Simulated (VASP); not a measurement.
Here is a VASP 6.6.1 calculation.

INCAR

```
ALGO = Normal
EDIFF = 1E-8
ENCUT = 520
GGA = PS
ISIF = 2
ISMEAR = -1
ISPIN = 2
LASPH = True
LCHARG = False
LEFG = True
LMAXMIX = 6
LORBIT = 11
LREAL = False
LWAVE = False
MAGMOM = 7
NBANDS = 18
NELM = 150
PREC = Accurate
SIGMA = 0.05
```

Contents of KPOINTS:

```
k-points
0
Gamma
  13 13 13
```

File POSCAR:

```
Eu
1.0
   -2.2755000000      2.2755000000      2.2755000000
    2.2755000000     -2.2755000000      2.2755000000
    2.2755000000      2.2755000000     -2.2755000000
Eu
1
Direct
    0.0000000000      0.0000000000      0.0000000000
```

Potentials or basis: VASP PAW PBE potentials, release 64 (Eu).

The run is started by

```console
$ cat potpaw_PBE.64/Eu/POTCAR > POTCAR
$ mpirun -np 1 vasp_std > vasp.out
```

(1) Estimate the pressure.

(2) What does it give for the net moment?

Answers

(1) -2.6 GPa.

(2) 7.36 μB per cell.

Caveat: the PAW data sets were made with another functional, which shifts forces and pressure a little.
